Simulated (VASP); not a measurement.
Here is a VASP 6.6.1 calculation.

The input INCAR:

```
SYSTEM = Al2O3
ALGO = Normal
EDIFF = 1E-6
ENCUT = 520
GGA = PS
ISIF = 2
ISMEAR = 0
LASPH = .TRUE.
LCHARG = .FALSE.
LREAL = .FALSE.
LWAVE = .FALSE.
NBANDS = 35
NELM = 100
PREC = Accurate
SIGMA = 0.05
```

Contents of KPOINTS:

```
k-points
0
G
  6 6 6
  0 0 0
```

File POSCAR:

```
Al2O3
1.0
    2.4854834083      1.4349945149      4.6397347278
   -2.4854834083      1.4349945149      4.6397347278
    0.0000000000     -2.8699890297      4.6397347278
Al O
4 6
Direct
    0.8520350473      0.8520350473      0.8520350473
    0.6479649527      0.6479649527      0.6479649527
    0.1479649527      0.1479649527      0.1479649527
    0.3520350473      0.3520350473      0.3520350473
    0.0558571577      0.4441428423      0.7500000000
    0.7500000000      0.0558571577      0.4441428423
    0.4441428423      0.7500000000      0.0558571577
    0.9441428423      0.5558571577      0.2500000000
    0.2500000000      0.9441428423      0.5558571577
    0.5558571577      0.2500000000      0.9441428423
```

Potentials or basis: VASP PAW PBE potentials, release 64 (Al, O).

The run is started by

```bash
$ cat potpaw_PBE.64/Al/POTCAR potpaw_PBE.64/O/POTCAR > POTCAR
$ mpirun -np 1 vasp_std > vasp.out
```

(1) Estimate the largest force.

(2) Estimate the band gap on the k mesh.

(3) What does it give for the pressure?

## Answers

(1) 0.068 eV/Å.

(2) 4.25 eV.

(3) -26.5 GPa.

Caveat: the stress differs along the axes, from -31 to -24 GPa; the PAW data sets were made with another functional, which shifts forces and pressure a little.
